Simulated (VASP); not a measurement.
Input of a VASP 6.6.1 run:

The input INCAR:

```
SYSTEM = AlGaN2
PREC = Accurate
ENCUT = 1330
EDIFF = 1E-6
ISMEAR = 0
SIGMA = 0.02
LREAL = .False.
LASPH = .True.
NELM = 120
ALGO = Normal
ISIF = 2
LWAVE = .False.
LCHARG = .False.
GGA = CA
NBANDS = 21
GGA_COMPAT = .False.
```

File KPOINTS:

```
regular mesh
0
Gamma
  8 8 6
  0 0 0
```

POSCAR

```
AlGaN2
1.0
    2.9906750084      0.0000000000      0.0000000000
    0.0000000000      2.9906750084      0.0000000000
    0.0000000000      0.0000000000      4.5676327194
Al Ga N
1 1 2
Direct
    0.5000000000      0.5000000000      0.5000000000
    0.0000000000      0.0000000000      0.0000000000
    0.5000000000      0.0000000000      0.7410137722
    0.0000000000      0.5000000000      0.2589862278
```

Potentials or basis: VASP PAW LDA potentials, release 64 (Al, Ga_d, N_h).

Command:

```bash
$ cat potpaw_LDA.64/Al/POTCAR potpaw_LDA.64/Ga_d/POTCAR potpaw_LDA.64/N_h/POTCAR > POTCAR
$ mpirun -np 1 vasp_std > vasp.out
```

What does it give for the pressure?

9.6 GPa.

Predict the largest force.

0.032 eV/Å.

Stress tensor (GPa, compression positive):
```
13.96  0.00  0.00
 0.00 13.96  0.00
 0.00  0.00  1.03
```

Caveat: the cell differs from its parent crystal (biaxial strain in the a-b plane: -4.0 %, then relaxed in part); the stress differs along the axes, from 1 to 14 GPa.
